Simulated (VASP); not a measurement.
# Te in VASP: further runs

Runs on Te. Level: PBE. Tasks: electric field gradients.

All numbers are computed with VASP 6.6.1; they aren't measurements. Logs are shortened: lines on timing, memory, paths and dates and some standing lists are left out, and cuts for length are marked.

### Step 1. The cell of the first run

The typed cell holds 3 atoms: a = 4.832 Å, b = 4.874 Å, c = 3.958 Å, α = 90.87°, β = 91.42°, γ = 58.50°.

### Step 2. Electric field gradients, PBE (equal xy, yz and zx shear strains of +1 %)

Input file INCAR:

```
PREC = Accurate
ENCUT = 520
EDIFF = 1E-8
ISMEAR = -1
SIGMA = 0.05
LREAL = F
LASPH = T
NELM = 80
ALGO = Normal
ISIF = 2
LWAVE = F
LCHARG = F
GGA = PE
LEFG = T
NBANDS = 16
```

Input file KPOINTS:

```
Automatic mesh
0
Gamma
  8 8 8
```

Input file POSCAR:

```
Te
1.0
    4.2222440000     -2.3500295000      0.0093145000
    4.2459560000      2.3923705000      0.0330265000
   -0.1106632500      0.0191345000      3.9566977500
Te
3
Direct
    0.6760000000      0.6760000000      0.6750000000
    0.3240000000      0.3240000000      0.3250000000
    0.0000000000      0.0000000000      0.0000000000
```

Potentials or basis: VASP PAW PBE potentials, release 64 (Te).

Command:

```bash
$ cat potpaw_PBE.64/Te/POTCAR > POTCAR
$ mpirun -np 1 vasp_std > vasp.out
```

OUTCAR:

```text
PREC = Accurate
   ENCUT = 520
   EDIFF = 1E-8
   ISMEAR = -1
   LREAL = F
   LASPH = T
   NELM = 80
   ISIF = 2
   GGA = PE

 ion  position               nearest neighbor table
   1  0.676  0.676  0.675-   3 3.00   2 3.03   2 3.03   3 3.09   3 3.10   2 3.26   2 3.67
   2  0.324  0.324  0.325-   3 3.00   1 3.03   1 3.03   3 3.09   3 3.10   1 3.26   1 3.67
   3  0.000  0.000  0.000-   1 3.00   2 3.00   1 3.09   2 3.09   2 3.10   1 3.10

  LATTYP: Found a triclinic cell.
 ALAT       =     4.8321909944
 B/A-ratio  =     0.9814426963
 C/A-ratio  =     0.8191504119
 COS(alpha) =     0.0096919886
 COS(beta)  =     0.0248525002
 COS(gamma) =     0.4819373842

  Lattice vectors:

 A1 = (   4.2222440000,  -2.3500295000,   0.0093145000)
 A2 = (  -0.0237120000,  -4.7424000000,  -0.0237120000)
 A3 = (   0.1106632500,  -0.0191345000,  -3.9566977500)

Analysis of symmetry for initial positions (statically):
=====================================================================
 Subroutine PRICEL returns:
 Original cell was already a primitive cell.

 Routine SETGRP: Setting up the symmetry group for a
 triclinic supercell.

 Subroutine GETGRP returns: Found  2 space group operations
 (whereof  2 operations were pure point group operations)
 out of a pool of  2 trial point group operations.

The static configuration has the point symmetry S_2 .

Analysis of symmetry for dynamics (positions and initial velocities):
=====================================================================
 Subroutine PRICEL returns:
 Original cell was already a primitive cell.

 Routine SETGRP: Setting up the symmetry group for a
 triclinic supercell.

 Subroutine GETGRP returns: Found  2 space group operations
 (whereof  2 operations were pure point group operations)
 out of a pool of  2 trial point group operations.

The dynamic configuration has the point symmetry S_2 .

 Subroutine INISYM returns: Found  2 space group operations
 (whereof  2 operations are pure point group operations),
 and found     1 'primitive' translations

----------------------------------------------------------------------------------------

                                     Primitive cell

  volume of cell :      79.4568

  direct lattice vectors                    reciprocal lattice vectors
     4.222244000 -2.350029500  0.009314500     0.119124483 -0.211481092  0.004354461
     4.245956000  2.392370500  0.033026500     0.117026233  0.210267285  0.002256211
    -0.110663250  0.019134500  3.956697750    -0.001257248 -0.001257248  0.252706926

  length of vectors
     4.832190994  4.873671071  3.958291244     0.242762963  0.240650288  0.252713181

  position of ions in fractional coordinates (direct lattice)
     0.676000000  0.676000000  0.675000000
     0.324000000  0.324000000  0.325000000
     0.000000000  0.000000000  0.000000000

  ion indices of the primitive-cell ions
   primitive index   ion index
                 1           1
                 2           2
                 3           3

----------------------------------------------------------------------------------------

 KPOINTS: Automatic mesh

Automatic generation of k-mesh.
 Grid dimensions read from file:
 generate k-points for:    8    8    8

 Generating k-lattice:

  Cartesian coordinates                     Fractional coordinates (reciprocal lattice)
     0.014890560 -0.026435137  0.000544308     0.125000000  0.000000000 -0.000000000
     0.014628279  0.026283411  0.000282026    -0.000000000  0.125000000  0.000000000
    -0.000157156 -0.000157156  0.031588366     0.000000000  0.000000000  0.125000000

  Length of vectors
     0.030345370  0.030081286  0.031589148

  Shift w.r.t. Gamma in fractional coordinates (k-lattice)
     0.000000000  0.000000000  0.000000000

 Subroutine IBZKPT returns following result:
 ===========================================

 Found    260 irreducible k-points:

 Following reciprocal coordinates:
            Coordinates               Weight
  0.000000  0.000000  0.000000      1.000000
  0.125000  0.000000 -0.000000      2.000000
  0.250000  0.000000 -0.000000      2.000000
  0.375000  0.000000  0.000000      2.000000
  0.500000  0.000000 -0.000000      1.000000
 -0.000000  0.125000 -0.000000      2.000000
[... 16 lines left out ...]
  0.125000  0.375000  0.000000      2.000000
  0.250000  0.375000 -0.000000      2.000000
 [... further k-points ...]
   k-points           NKPTS =    260   k-points in BZ     NKDIM =    260   number of bands    NBANDS=     16
   number of dos      NEDOS =    301   number of ions     NIONS =      3
   total plane-waves  NPLWV =  38880
   dimension x,y,z NGX =    36 NGY =   36 NGZ =   30
   dimension x,y,z NGXF=    72 NGYF=   72 NGZF=   60
   ions per type =               3
   NGX,Y,Z   is equivalent  to a cutoff of  12.39, 12.28, 12.60 a.u.
   NGXF,Y,Z  is equivalent  to a cutoff of  24.77, 24.56, 25.20 a.u.
 SYSTEM =  unknown system
   PREC   = accura    normal or accurate (medium, high low for compatibility)
   ISTART =      0    job   : 0-new  1-cont  2-samecut
   ICHARG =      2    charge: 1-file 2-atom 10-const
   ISPIN  =      1    spin polarized calculation?
   LNONCOLLINEAR =      F non collinear calculations
   LSORBIT =      F    spin-orbit coupling
   LASPH  =      T    aspherical Exc in radial PAW
   ENCUT  =  520.0 eV  38.22 Ry    6.18 a.u.   8.98  9.06  7.36*2*pi/ulx,y,z
   NELM   =     80;   NELMIN=  2; NELMDL= -5     # of ELM steps
   EDIFF  = 0.1E-07   stopping-criterion for ELM
   LREAL  =      F    real-space projection
   EDIFFG = 0.1E-06   stopping-criterion for IOM
   NSW    =      0    number of steps for IOM
   IBRION =     -1    ionic relax: 0-MD 1-quasi-New 2-CG
   NFREE  =      0    steps in history (QN), initial steepest desc. (CG)
   ISIF   =      2    stress and relaxation
   ISYM   =      2    0-nonsym 1-usesym 2-fastsym
   POTIM  = 0.5000    time-step for ionic-motion
   TEBEG  =    0.0;   TEEND  =   0.0 temperature during run
   PSTRESS=    0.0 pullay stress
   NELECT =      18.0000    total number of electrons
   NUPDOWN=      -1.0000    fix difference up-down
   EMIN   =  10.00;   EMAX   =-10.00  energy-range for DOS
   EFERMI =   0.00;   METHOD = LEGACY
   ISMEAR =    -1;   SIGMA  =   0.05  broadening in eV -4-tet -1-fermi 0-gaus
   EFERMI_NEDOS =   21; number of points for ismear=-14 and -15
   IALGO  =     38    algorithm
   IMIX   =      4    mixing-type and parameters
     AMIX     =   0.40;   BMIX     =  1.00
     AMIX_MAG =   1.60;   BMIX_MAG =  1.00
  volume/ion in A,a.u.               =      26.49       178.73
  Fermi-wavevector in a.u.,A,eV,Ry     =   0.997980  1.885909 13.550918  0.995964
  Thomas-Fermi vector in A             =   2.130173
   LORBIT       =      0    0 simple, 1 ext, 2 COOP (PROOUT), +10 PAW based schemes
   GGA     = PE    functional components
   LHFCALC =     F    Hartree Fock is set to
   AEXX    =    0.0000 exact exchange contribution
   IVDW    =     0    specifies the selected vdW correction
   LEPSILON=     F    determine dielectric tensor
   LRPA    =     F    only Hartree local field effects (RPA)
 non-spin polarized calculation
  energy-cutoff  :      520.00
  volume of cell :       79.46
 maximum number of plane-waves:      2156
   NGX = 17   NGY = 19   NGZ = 15

 number of electron      18.0000000 magnetization

 Free energy of the ion-electron system (eV)
  ---------------------------------------------------
  ext. energy  EPLUGINS =         0.00000000
  ---------------------------------------------------
  free energy    TOTEN  =        -8.74736106 eV

  energy without entropy =       -8.73272589  energy(sigma->0) =       -8.74004347

 E-fermi :   9.0265     XC(G=0): -10.3295

 val. band max:        9.0248667582   @ k =   0.2500   0.2500   0.5000
 cond. band min:       9.0342611956   @ k =  -0.0000   0.2500   0.3750
 fundamental gap:      0.0093944374
 Fermi energy:         9.0265251124

 k-point     1 :       0.0000    0.0000    0.0000
  band No.  band energies     occupation
      1      -5.8052      2.00000
      2      -0.5655      2.00000
      3      -0.5285      2.00000
      4       4.3141      2.00000
      5       4.5454      2.00000
      6       5.0824      2.00000
[... 8 lines left out ...]
     15      16.1590      0.00000
     16      16.3502      0.00000
[... 419 lines left out ...]
 k-point    24 :       0.2500    0.3750   -0.0000
  band No.  band energies     occupation
      1      -4.9554      2.00000
      2      -2.2222      2.00000
      3      -1.3959      2.00000
      4       3.5608      2.00000
      5       4.5364      2.00000
      6       6.1527      2.00000
[... 8 lines left out ...]
     15      15.7661      0.00000
     16      16.6158      0.00000

 [... further k-points ...]
[... 5 lines left out ...]
  --------------------------------------------------------------------------------------
  -------------------------------------------------------------------------------------
  Total        4.4017423      4.6838607      4.8321089     -0.1202651     -0.0924194      0.2754888
  in kB       88.7572631     94.4459324     97.4352283     -2.4250394     -1.8635562      5.5549897
  external PRESSURE =      93.5461413 kB  Pullay stress =       0.0000000 kB

 VOLUME and BASIS-vectors are now :
 -----------------------------------------------------------------------------
  energy-cutoff  :      520.00
  volume of cell :       79.46
      direct lattice vectors                 reciprocal lattice vectors
     4.222244000 -2.350029500  0.009314500     0.119124483 -0.211481092  0.004354461
     4.245956000  2.392370500  0.033026500     0.117026233  0.210267285  0.002256211
    -0.110663250  0.019134500  3.956697750    -0.001257248 -0.001257248  0.252706926

 POSITION                                       TOTAL-FORCE (eV/Angst)
 -----------------------------------------------------------------------------------
      5.64981      0.04154      2.69939        -0.444942      0.000555     -0.194699
      2.70773      0.01994      1.29965         0.444942     -0.000555      0.194699
      0.00000      0.00000      0.00000        -0.000000      0.000000     -0.000000
 -----------------------------------------------------------------------------------
    total drift:                               -0.000000      0.000000      0.000000

  FREE ENERGIE OF THE ION-ELECTRON SYSTEM (eV)
  ---------------------------------------------------
  free  energy   TOTEN  =        -8.7473610561 eV

  energy  without entropy=       -8.7327258854  energy(sigma->0) =       -8.74004347

 Electric field gradients (V/A^2)
---------------------------------------------------------------------
 ion       V_xx      V_yy      V_zz      V_xy      V_xz      V_yz
---------------------------------------------------------------------
   1     102.245   167.643  -269.887     4.968   -51.202     2.133
   2     102.245   167.643  -269.887     4.968   -51.202     2.133
   3     240.552    61.847  -302.399     4.273    72.912     3.904
---------------------------------------------------------------------

 Electric field gradients after diagonalization (V/A^2)
 (convention: |V_zz| > |V_xx| > |V_yy|)
----------------------------------------------------------------------
 ion       V_xx      V_yy      V_zz     asymmetry (V_yy - V_xx)/ V_zz
----------------------------------------------------------------------
   1     168.025   108.796  -276.821       0.214
   2     168.025   108.796  -276.821       0.214
   3     250.293    61.757  -312.049       0.604
----------------------------------------------------------------------

           NMR quadrupolar parameters

 Cq : quadrupolar parameter    Cq=e*Q*V_zz/h
 eta: asymmetry parameters     (V_yy - V_xx)/ V_zz
 Q  : nuclear electric quadrupole moment in mb (millibarn)
----------------------------------------------------------------------
 ion       Cq(MHz)       eta       Q (mb)
----------------------------------------------------------------------
   1      -0.669       0.214       1.000
   2      -0.669       0.214       1.000
   3      -0.755       0.604       1.000
----------------------------------------------------------------------
```

It took 6.7 min on 1 thread of Intel Xeon 8259CL, shared host; peak memory 0.38 GiB.

Results:

| Quantity | Value |
| --- | --- |
| Free energy | -8.7474 eV |
| Pressure | 9.4 GPa |
| Largest force | 0.486 eV/Å |
| Band gap on the k mesh | zero (bands 9 and 10 overlap by 3.50 eV) |
| Largest electric field gradient by atom | Te -276.8, -312.0 (each value once) V/Å² |

Forces in eV/Å, atoms in the order of the input:
```
Te  -0.445  0.001 -0.195
Te   0.445 -0.001  0.195
Te   0.000  0.000  0.000
```

Stress tensor (GPa, compression positive):
```
 8.88 -0.24  0.56
-0.24  9.44 -0.19
 0.56 -0.19  9.74
```

Levels at points of the mesh, in eV from the Fermi level:
| k point | band 5 | band 6 | band 7 | band 8 | band 9 | band 10 | band 11 | band 12 | band 13 | band 14 |
| --- | --- | --- | --- | --- | --- | --- | --- | --- | --- | --- |
| (0.00, 0.00, 0.00) | -4.48 | -3.94 | -3.92 | -2.19 | -1.89 | 1.55 | 3.01 | 3.21 | 5.76 | 6.11 |
| (0.50, 0.00, 0.00) | -2.75 | -2.73 | -2.59 | 0.07 | 0.20 | 0.50 | 0.88 | 2.92 | 3.72 | 5.69 |
| (0.00, 0.50, 0.00) | -2.78 | -2.69 | -2.65 | 0.12 | 0.28 | 0.51 | 0.86 | 2.81 | 3.56 | 5.77 |
| (0.50, 0.50, 0.00) | -3.07 | -2.76 | -2.34 | 0.40 | 0.48 | 0.58 | 0.74 | 2.52 | 3.29 | 5.73 |
| (0.00, 0.00, 0.50) | -3.87 | -2.76 | -2.70 | -1.90 | -1.83 | -1.81 | -1.59 | -1.08 | 2.71 | 3.02 |
| (0.50, 0.00, 0.50) | -4.48 | -4.45 | -3.93 | -3.80 | 1.69 | 1.88 | 1.91 | 3.25 | 6.75 | 7.03 |
| (0.00, 0.50, 0.50) | -4.43 | -4.35 | -3.87 | -3.69 | 1.68 | 1.77 | 1.94 | 3.09 | 6.73 | 6.97 |
| (0.50, 0.50, 0.50) | -4.06 | -4.02 | -3.92 | -3.76 | 1.57 | 1.66 | 2.19 | 2.74 | 6.67 | 7.02 |

Electric field gradients, principal values (V/Å²):
```tsv
atom	least	middle	greatest (by size)
1 Te	108.796	168.025	-276.821
2 Te	108.796	168.025	-276.821
3 Te	61.757	250.293	-312.049
```

Caveat: the cell differs from its parent crystal (equal xy, yz and zx shear strains of +1 %); the cell stands under pressure; without QUAD_EFG the Cq values of the log hold for a quadrupole moment of 1 mb, not for the nuclei; spin-orbit coupling is left out, which moves the levels of the heavy elements.

(Part 1 of 2 ends here.)
